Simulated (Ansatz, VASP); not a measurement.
## One calculation of TaN, two programs

```xyz
2
Lattice="0.0000 2.1743 2.1743 2.1743 0.0000 2.1743 2.1743 2.1743 0.0000" Properties=species:S:1:pos:R:3 pbc="T T T"
Ta    2.1743    2.1743    2.1743
N     0.0000    0.0000    0.0000
```

Alike in both runs: task single point; functional LDA; k mesh 18 × 18 × 18; occupations gaussian, width 0.15 eV; no spin polarisation.

```csv
,VASP,Ansatz
version,VASP 6.6.1,Ansatz 0.2.0
potentials or method,"VASP PAW LDA potentials, release 64 (Ta_sv_GW, N), cutoff 600 eV","scalar-relativistic, plane waves, PAW"
valence electrons in the cell,18,18
```

```csv
,VASP,Ansatz,Ansatz less VASP
gap on the k mesh at the Fermi level (eV),none,none,-
pressure (GPa),1.1,-0.1,-1.19
```

LDA's correlation is that of Perdew and Zunger in VASP and of Perdew and Wang (1992) in Ansatz. A gap of «none» marks a metal or a gap that the smearing closes.

Spin-orbit coupling is off throughout.
